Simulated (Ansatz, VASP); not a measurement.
**AlN: VASP beside Ansatz**

```
Al N
1.0
     2.18490    2.18490    0.00000
    -2.18490    2.18490    0.00000
     0.00000    2.18490    2.18490
Al N
1 1
Direct
  0.00000 0.00000 0.00000
  0.25000 0.75000 0.50000
```

Change from the starting cell: unstrained.

Alike in both runs: task single point; functional r2SCAN; k mesh 10 × 10 × 10; no spin polarisation.

|  | VASP | Ansatz |
| --- | --- | --- |
| version | VASP 6.6.1 | Ansatz 0.2.0 |
| potentials or method | VASP PAW PBE potentials, release 64 (Al, N) | PAW with Ansatz's default frozen-core files, scalar-relativistic |
| plane-wave cutoff (eV) | 520 | 500 |
| occupations | gaussian, width 0.01 eV | fixed |
| valence electrons in the cell | 8 | 8 |

```csv
,VASP,Ansatz,Ansatz less VASP
gap on the k mesh at the Fermi level (eV),3.93,3.94,+0.007
pressure (GPa),-0.4,0.0,+0.39
```

VASP's potentials were made for PBE, not for r2SCAN.
